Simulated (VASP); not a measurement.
Set up this calculation in VASP 6.6.1, as the native input.

* Task: single point
* Functional: RPBE
* Potentials or basis: VASP PAW PBE potentials, release 64 (Sn_d, Te)
* Cutoff: 500 eV
* k mesh: 4 × 4 × 4
* Occupations: gaussian, width 0.01 eV
* Spin: no spin polarisation
* Dipole correction: no
* Further INCAR settings: ALGO = Normal; EDIFF = 1e-06; NBANDS = 17

The structure of SnTe lies in POSCAR:

```
SnTe
1.0
    0.0000000000      3.1508500000      3.1508500000
    3.1508500000      0.0000000000      3.1508500000
    3.1508500000      3.1508500000      0.0000000000
Sn Te
1 1
Direct
    0.0000000000      0.0000000000      0.0000000000
    0.5000000000      0.5000000000      0.5000000000
```

These files were run (other wordings do the same):

INCAR

```
  ALGO = Normal
  EDIFF = 1E-6
  ENCUT = 500
  GGA = RP
  GGA_COMPAT = F
  ISIF = 2
  ISMEAR = 0
  LASPH = T
  LCHARG = T
  LELF = T
  LREAL = F
  LVHAR = T
  LWAVE = F
  NBANDS = 17
  NELM = 120
  PREC = Accurate
  SIGMA = 0.01
```

KPOINTS

```
k-points
0
Gamma
  4 4 4
```

Potentials or basis: VASP PAW PBE potentials, release 64 (Sn_d, Te).

Launch:

```sh
$ cat potpaw_PBE.64/Sn_d/POTCAR potpaw_PBE.64/Te/POTCAR > POTCAR
$ mpirun -np 1 vasp_std > vasp.out
```

Results of the run:

| Item | Value |
| --- | --- |
| Pressure | 2.9 GPa |
| Band gap on the k mesh | 0.08 eV, direct |

Caveat: the k points lie up to 0.43 Å⁻¹ apart; the PAW data sets were made with another functional, which shifts forces and pressure a little; spin-orbit coupling is left out, which moves the levels of the heavy elements.

Wall time 6.4 s on 1 thread of Intel(R) Xeon(R) Platinum 8375C CPU @ 2.90GHz (Ice Lake), with other jobs on the host, peak memory 0.18 GiB.
